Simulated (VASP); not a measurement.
# CdSe (P6_3mc) in VASP: a series of runs, part 2 of 2

VASP 6.6.1. The steps go on from the part before.

## (3) Single point, PBE

This run uses another cell than the first one, of 28.05 Å³/atom.

The input, INCAR:

```
SYSTEM = CdSe
  PREC = Accurate
  ENCUT = 520
  EDIFF = 1E-6
  ISMEAR = -1
  SIGMA = 0.02
  LREAL = .False.
  LASPH = .True.
  NELM = 80
  ALGO = Normal
  ISIF = 2
  LWAVE = .False.
  LCHARG = .False.
  GGA = PE
  NBANDS = 26
```

The input, KPOINTS:

```
Automatic mesh
0
Gamma
  12 12 6
  0 0 0
```

The input, POSCAR:

```
CdSe
1.0
    4.2990000000      0.0000000000      0.0000000000
   -2.1495000000      3.7230432109      0.0000000000
    0.0000000000      0.0000000000      7.0100000000
Cd Se
2 2
Direct
    0.3333333333      0.6666666667      0.0004794864
    0.6666666667      0.3333333333      0.5004794864
    0.3333333333      0.6666666667      0.3763105136
    0.6666666667      0.3333333333      0.8763105136
```

Potentials or basis: VASP PAW PBE potentials, release 64 (Cd, Se).

Command:

```console
cat potpaw_PBE.64/Cd/POTCAR potpaw_PBE.64/Se/POTCAR > POTCAR
mpirun -np 1 vasp_std > vasp.out
```

OUTCAR:

```text
SYSTEM = CdSe
   PREC = Accurate
   ENCUT = 520
   EDIFF = 1E-6
   ISMEAR = -1
   LREAL = .False.
   LASPH = .True.
   NELM = 80
   ISIF = 2
   GGA = PE

 ion  position               nearest neighbor table
   1  0.333  0.667  0.000-   4 2.63   4 2.63   4 2.63   3 2.63
   2  0.667  0.333  0.500-   3 2.63   3 2.63   3 2.63   4 2.63
   3  0.333  0.667  0.376-   2 2.63   2 2.63   2 2.63   1 2.63
   4  0.667  0.333  0.876-   1 2.63   1 2.63   1 2.63   2 2.63

  LATTYP: Found a hexagonal cell.
 ALAT       =     4.2990000000
 C/A-ratio  =     1.6306117702

  Lattice vectors:

 A1 = (   4.2990000000,   0.0000000000,   0.0000000000)
 A2 = (  -2.1495000000,   3.7230432109,   0.0000000000)
 A3 = (   0.0000000000,   0.0000000000,   7.0100000000)

Analysis of symmetry for initial positions (statically):
=====================================================================
 Subroutine PRICEL returns:
 Original cell was already a primitive cell.

 Routine SETGRP: Setting up the symmetry group for a
 hexagonal supercell.

 Subroutine GETGRP returns: Found 12 space group operations
 (whereof  6 operations were pure point group operations)
 out of a pool of 24 trial point group operations.

The static configuration has the point symmetry C_3v.
 The point group associated with its full space group is C_6v.

Analysis of symmetry for dynamics (positions and initial velocities):
=====================================================================
 Subroutine PRICEL returns:
 Original cell was already a primitive cell.

 Routine SETGRP: Setting up the symmetry group for a
 hexagonal supercell.

 Subroutine GETGRP returns: Found 12 space group operations
 (whereof  6 operations were pure point group operations)
 out of a pool of 24 trial point group operations.

The dynamic configuration has the point symmetry C_3v.
 The point group associated with its full space group is C_6v.

 Subroutine INISYM returns: Found 12 space group operations
 (whereof  6 operations are pure point group operations),
 and found     1 'primitive' translations

----------------------------------------------------------------------------------------

                                     Primitive cell

  volume of cell :     112.1976

  direct lattice vectors                    reciprocal lattice vectors
     4.299000000  0.000000000  0.000000000     0.232612235  0.134298737  0.000000000
    -2.149500000  3.723043211  0.000000000     0.000000000  0.268597473  0.000000000
     0.000000000  0.000000000  7.010000000     0.000000000  0.000000000  0.142653352

  length of vectors
     4.299000000  4.299000000  7.010000000     0.268597473  0.268597473  0.142653352

  position of ions in fractional coordinates (direct lattice)
     0.333333333  0.666666667  0.000479486
     0.666666667  0.333333333  0.500479486
     0.333333333  0.666666667  0.376310514
     0.666666667  0.333333333  0.876310514

  ion indices of the primitive-cell ions
   primitive index   ion index
                 1           1
                 2           2
                 3           3
                 4           4

----------------------------------------------------------------------------------------

 KPOINTS: Automatic mesh

Automatic generation of k-mesh.
 Grid dimensions read from file:
 generate k-points for:   12   12    6

 Generating k-lattice:

  Cartesian coordinates                     Fractional coordinates (reciprocal lattice)
     0.019384353  0.011191561  0.000000000     0.083333333  0.000000000  0.000000000
     0.000000000  0.022383123  0.000000000     0.000000000  0.083333333  0.000000000
     0.000000000  0.000000000  0.023775559     0.000000000  0.000000000  0.166666667

  Length of vectors
     0.022383123  0.022383123  0.023775559

  Shift w.r.t. Gamma in fractional coordinates (k-lattice)
     0.000000000  0.000000000  0.000000000

 Subroutine IBZKPT returns following result:
 ===========================================

 Found     76 irreducible k-points:

 Following reciprocal coordinates:
            Coordinates               Weight
  0.000000  0.000000  0.000000      1.000000
  0.083333  0.000000  0.000000      6.000000
  0.166667  0.000000  0.000000      6.000000
  0.250000  0.000000  0.000000      6.000000
  0.333333  0.000000  0.000000      6.000000
  0.416667  0.000000  0.000000      6.000000
[... 16 lines left out ...]
  0.250000  0.000000  0.166667     12.000000
  0.333333  0.000000  0.166667     12.000000
 [... further k-points ...]
   k-points           NKPTS =     76   k-points in BZ     NKDIM =     76   number of bands    NBANDS=     26
   number of dos      NEDOS =    301   number of ions     NIONS =      4
   total plane-waves  NPLWV =  55296
   dimension x,y,z NGX =    32 NGY =   32 NGZ =   54
   dimension x,y,z NGXF=    64 NGYF=   64 NGZF=  108
   ions per type =               2   2
   NGX,Y,Z   is equivalent  to a cutoff of  12.37, 12.37, 12.81 a.u.
   NGXF,Y,Z  is equivalent  to a cutoff of  24.75, 24.75, 25.61 a.u.
 SYSTEM =  CdSe
   PREC   = accura    normal or accurate (medium, high low for compatibility)
   ISTART =      0    job   : 0-new  1-cont  2-samecut
   ICHARG =      2    charge: 1-file 2-atom 10-const
   ISPIN  =      1    spin polarized calculation?
   LNONCOLLINEAR =      F non collinear calculations
   LSORBIT =      F    spin-orbit coupling
   LASPH  =      T    aspherical Exc in radial PAW
   ENCUT  =  520.0 eV  38.22 Ry    6.18 a.u.   7.99  7.99 13.03*2*pi/ulx,y,z
   NELM   =     80;   NELMIN=  2; NELMDL= -5     # of ELM steps
   EDIFF  = 0.1E-05   stopping-criterion for ELM
   LREAL  =      F    real-space projection
[... 7 lines left out ...]
   TEBEG  =    0.0;   TEEND  =   0.0 temperature during run
   PSTRESS=    0.0 pullay stress
   NELECT =      36.0000    total number of electrons
   NUPDOWN=      -1.0000    fix difference up-down
   EMIN   =  10.00;   EMAX   =-10.00  energy-range for DOS
   EFERMI =   0.00;   METHOD = LEGACY
   ISMEAR =    -1;   SIGMA  =   0.02  broadening in eV -4-tet -1-fermi 0-gaus
   EFERMI_NEDOS =   21; number of points for ismear=-14 and -15
   IALGO  =     38    algorithm
   IMIX   =      4    mixing-type and parameters
     AMIX     =   0.40;   BMIX     =  1.00
     AMIX_MAG =   1.60;   BMIX_MAG =  1.00
  volume/ion in A,a.u.               =      28.05       189.29
  Fermi-wavevector in a.u.,A,eV,Ry     =   1.120765  2.117938 17.090465  1.256114
  Thomas-Fermi vector in A             =   2.257414
   LORBIT       =      0    0 simple, 1 ext, 2 COOP (PROOUT), +10 PAW based schemes
   GGA     = PE    functional components
   LHFCALC =     F    Hartree Fock is set to
   AEXX    =    0.0000 exact exchange contribution
   IVDW    =     0    specifies the selected vdW correction
   LEPSILON=     F    determine dielectric tensor
   LRPA    =     F    only Hartree local field effects (RPA)
 non-spin polarized calculation
  energy-cutoff  :      520.00
  volume of cell :      112.20
 maximum number of plane-waves:      3045
 NGX is ok and might be reduce to    32
   NGX = 15   NGY = 15   NGZ = 27

 number of electron      35.9999997 magnetization

 Free energy of the ion-electron system (eV)
  ---------------------------------------------------
  ext. energy  EPLUGINS =         0.00000000
  ---------------------------------------------------
  free energy    TOTEN  =       -10.92223653 eV

  energy without entropy =      -10.92223653  energy(sigma->0) =      -10.92223653

 E-fermi :   1.3149     XC(G=0):  -8.8927

 val. band max:        0.9671930433   @ k =   0.0000   0.0000   0.0000
 cond. band min:       1.6412131746   @ k =   0.0000   0.0000   0.0000
 fundamental gap:      0.6740201312
 Fermi energy:         1.3149122018

 k-point     1 :       0.0000    0.0000    0.0000
  band No.  band energies     occupation
      1     -11.6490      2.00000
      2     -11.2685      2.00000
      3      -6.9686      2.00000
      4      -6.9619      2.00000
      5      -6.9619      2.00000
      6      -6.8933      2.00000
[... 18 lines left out ...]
     25       7.9925      0.00000
     26       8.7023      0.00000

 k-point     2 :       0.0833    0.0000    0.0000
  band No.  band energies     occupation
      1     -11.6271      2.00000
      2     -11.2583      2.00000
      3      -6.9626      2.00000
      4      -6.9538      2.00000
      5      -6.9449      2.00000
      6      -6.8839      2.00000
[... 630 lines left out ...]
 k-point    24 :       0.3333    0.0000    0.1667
  band No.  band energies     occupation
      1     -11.3689      2.00000
      2     -11.1819      2.00000
      3      -6.8962      2.00000
      4      -6.8795      2.00000
      5      -6.7956      2.00000
      6      -6.7782      2.00000
[... 18 lines left out ...]
     25       8.6430      0.00000
     26       9.4216      0.00000

 [... further k-points ...]
[... 5 lines left out ...]
  --------------------------------------------------------------------------------------
  -------------------------------------------------------------------------------------
  Total        2.3186284      2.3186284      2.3849444      0.0000000      0.0000000      0.0000000
  in kB       33.1099252     33.1099252     34.0569150      0.0000000      0.0000000      0.0000000
  external PRESSURE =      33.4255885 kB  Pullay stress =       0.0000000 kB

 VOLUME and BASIS-vectors are now :
 -----------------------------------------------------------------------------
  energy-cutoff  :      520.00
  volume of cell :      112.20
      direct lattice vectors                 reciprocal lattice vectors
     4.299000000  0.000000000  0.000000000     0.232612235  0.134298737  0.000000000
    -2.149500000  3.723043211  0.000000000     0.000000000  0.268597473  0.000000000
     0.000000000  0.000000000  7.010000000     0.000000000  0.000000000  0.142653352

 POSITION                                       TOTAL-FORCE (eV/Angst)
 -----------------------------------------------------------------------------------
     -0.00000      2.48203      0.00336        -0.000000      0.000000      0.001154
      2.14950      1.24101      3.50836         0.000000      0.000000      0.001154
     -0.00000      2.48203      2.63794        -0.000000     -0.000000     -0.001154
      2.14950      1.24101      6.14294         0.000000      0.000000     -0.001154
 -----------------------------------------------------------------------------------
    total drift:                               -0.000000     -0.000000     -0.000011

  FREE ENERGIE OF THE ION-ELECTRON SYSTEM (eV)
  ---------------------------------------------------
  free  energy   TOTEN  =       -10.9222365304 eV

  energy  without entropy=      -10.9222365303  energy(sigma->0) =      -10.92223653
```

Wall time 2.2 min (1 thread of Intel Xeon Platinum 8488C (Sapphire Rapids), shared host); peak memory 0.33 GiB.

What came out:

| Property | Result |
| --- | --- |
| Free energy | -10.9222 eV |
| Pressure | 3.3 GPa |
| Band gap on the k mesh | 0.67 eV |

Caveat: the cell stands under pressure; semilocal functionals underestimate gaps, and a narrow one can read as zero.

## (4) Single point, PBE (z stretched by +1 %, then relaxed in part)

The input, INCAR:

```
PREC     = Accurate       # precision mode
ENCUT    = 520            # plane-wave cutoff, eV
EDIFF    = 1E-6           # SCF threshold, eV
ISMEAR   = -1             # smearing method
SIGMA    = 0.02           # smearing width, eV
LREAL    = F              # projectors in reciprocal space
LASPH    = T              # aspherical terms in the spheres
NELM     = 100            # most SCF steps
ALGO     = Normal         # electronic algorithm
ISIF     = 2              # what is computed and relaxed
LWAVE    = F              # write WAVECAR
LCHARG   = F              # write CHGCAR
GGA      = PE             # functional
NBANDS   = 26             # bands
```

The input, KPOINTS:

```
regular mesh
0
Gamma
  12 12 6
```

The input, POSCAR:

```
CdSe
1.0
    4.2990000000      0.0000000000      0.0000000000
   -2.1495000000      3.7230432109      0.0000000000
    0.0000000000      0.0000000000      7.0801000000
Cd Se
2 2
Direct
    0.3333333333      0.6666666667      0.0016078946
    0.6666666667      0.3333333333      0.5016078946
    0.3333333333      0.6666666667      0.3751821054
    0.6666666667      0.3333333333      0.8751821054
```

Command:

```console
cat potpaw_PBE.64/Cd/POTCAR potpaw_PBE.64/Se/POTCAR > POTCAR
mpirun -np 1 vasp_std > vasp.out
```

It took 2.2 min on 1 thread of Intel Xeon Platinum 8488C (Sapphire Rapids), shared host; peak memory 0.35 GiB.

Results (log left out):

```yaml
Free_energy: -10.9432 eV
Pressure: 2.8 GPa
Band_gap_on_the_k_mesh: 0.63 eV
```

Stress tensor (GPa, compression positive):
```
2.86 0.00 0.00
0.00 2.86 0.00
0.00 0.00 2.54
```

Levels at points of the mesh, in eV from the valence-band top:
| k point | band 14 | band 15 | band 16 | band 17 | band 18 | band 19 | band 20 | band 21 | band 22 | band 23 |
| --- | --- | --- | --- | --- | --- | --- | --- | --- | --- | --- |
| (0.00, 0.00, 0.00) | -0.74 | -0.74 | -0.09 | 0.00 | 0.00 | 0.63 | 2.25 | 5.88 | 5.88 | 6.05 |
| (0.50, 0.00, 0.00) | -3.63 | -2.66 | -1.82 | -1.35 | -0.75 | 3.17 | 3.36 | 4.72 | 6.04 | 6.42 |
| (0.00, 0.00, 0.50) | -2.69 | -0.39 | -0.39 | -0.39 | -0.39 | 2.37 | 2.37 | 5.81 | 5.81 | 6.29 |
| (0.50, 0.00, 0.50) | -4.19 | -1.39 | -1.39 | -1.33 | -1.33 | 2.90 | 2.90 | 4.84 | 4.84 | 7.69 |

Caveat: the cell differs from its parent crystal (z stretched by +1 %, then relaxed in part); semilocal functionals underestimate gaps, and a narrow one can read as zero.

## (5) Summary

```csv
cell,gap on the mesh (eV),pressure (GPa)
"a = 4.270, b = 4.270, c = 6.963 Å, angles 90.0, 90.0, 120.0°, 4 atoms, atomic positions A",0.72,4.6
"a = 4.299, b = 4.299, c = 7.010 Å, angles 90.0, 90.0, 120.0°, 4 atoms, atomic positions A",0.67,3.3
"a = 4.299, b = 4.299, c = 7.080 Å, angles 90.0, 90.0, 120.0°, 4 atoms, atomic positions B",0.63,2.8
```

Alike in all rows: task single point; level PBE; potentials or basis VASP PAW PBE potentials, release 64 (Cd, Se); no spin polarisation; k mesh 12 × 12 × 6; cutoff (eV) 520; smearing fermi-dirac 0.02 eV.

Caveats: semilocal functionals underestimate gaps, and a narrow one can read as zero; the cell stands under pressure (at least some runs).

Absolute energies hang on the potentials; compare differences alone.
